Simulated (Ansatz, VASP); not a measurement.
# Two plane-wave programs on CoH

File POSCAR:

```
CoH
1.0
    0.0000000000      1.8429617100      1.8429617100
    1.8429617100      0.0000000000      1.8429617100
    1.8429617100      1.8429617100      0.0000000000
Co H
1 1
Direct
    0.0000000000      0.0000000000      0.0000000000
    0.5000000000      0.5000000000      0.5000000000
```

The input INCAR.step1:

```
SYSTEM = CoH
  ALGO = Normal
  EDIFF = 1E-4
  ENCUT = 520
  GGA = PE
  ISMEAR = -1
  ISPIN = 2
  LASPH = .True.
  LCHARG = .False.
  LMAXMIX = 4
  LREAL = .False.
  LWAVE = .True.
  MAGMOM = 2 0
  NBANDS = 16
  NELM = 150
  PREC = Accurate
  SIGMA = 0.05
```

INCAR.step2

```
SYSTEM = CoH
  ALGO = Normal
  EDIFF = 1E-8
  ENCUT = 520
  ISIF = 2
  ISMEAR = -1
  ISPIN = 2
  ISTART = 1
  LASPH = .True.
  LCHARG = .False.
  LEFG = .True.
  LMAXMIX = 4
  LMIXTAU = .True.
  LORBIT = 11
  LREAL = .False.
  LWAVE = .False.
  MAGMOM = 2 0
  METAGGA = R2SCAN
  NBANDS = 16
  NELM = 150
  PREC = Accurate
  SIGMA = 0.05
```

KPOINTS

```
k-points
0
Gamma
  13 13 13
  0 0 0
```

Input for Ansatz:

```yaml
crystal:
  lattice:
    - [0.0, 1.84296171, 1.84296171]
    - [1.84296171, 0.0, 1.84296171]
    - [1.84296171, 1.84296171, 0.0]
  atoms:
    - { symbol: Co, position: [0.0, 0.0, 0.0], spin: 2.0 }
    - { symbol: H, position: [0.5, 0.5, 0.5] }
magnetization:
  spin_polarized: true
kpoints:
  mp_grid: { grid: [13, 13, 13] }
scf:
  occupations: { method: fermi_dirac, width: 0.05 }
hamiltonian:
  xc: r2scan
  pseudopotentials: { kind: paw }
output:
  forces: true
  stress: true
  eigenvalues: true
  efg: { contact_densities: true }
  populations: true
```

Change from the starting cell: shortest bond scaled by 1, PAW files.

Alike in both runs: task electric field gradients; functional r2SCAN; k mesh 13 × 13 × 13; occupations fermi-dirac, width 0.05 eV; collinear spin.

```csv
,VASP,Ansatz
version,VASP 6.6.1,Ansatz 0.2.0
potentials or method,"VASP PAW PBE potentials, release 64 (Co, H)","PAW with Ansatz's default frozen-core files, scalar-relativistic"
plane-wave cutoff (eV),520,500
valence electrons in the cell,10,18
```

VASP gave:

- pressure (GPa): 0.0
- net moment per atom (μB): 0.72

Q: Which values does Ansatz return?

A: Pressure (GPa): -0.1; net moment per atom (μB): 0.72.

VASP's potentials were made for PBE, not for r2SCAN. The functional is the same, so the differences come from potentials, cutoffs and numerics. VASP's potentials hold 10 valence electrons a cell and Ansatz's 18, so a difference there can come from the potentials and not from the codes. Ansatz's warnings: stability check not made.
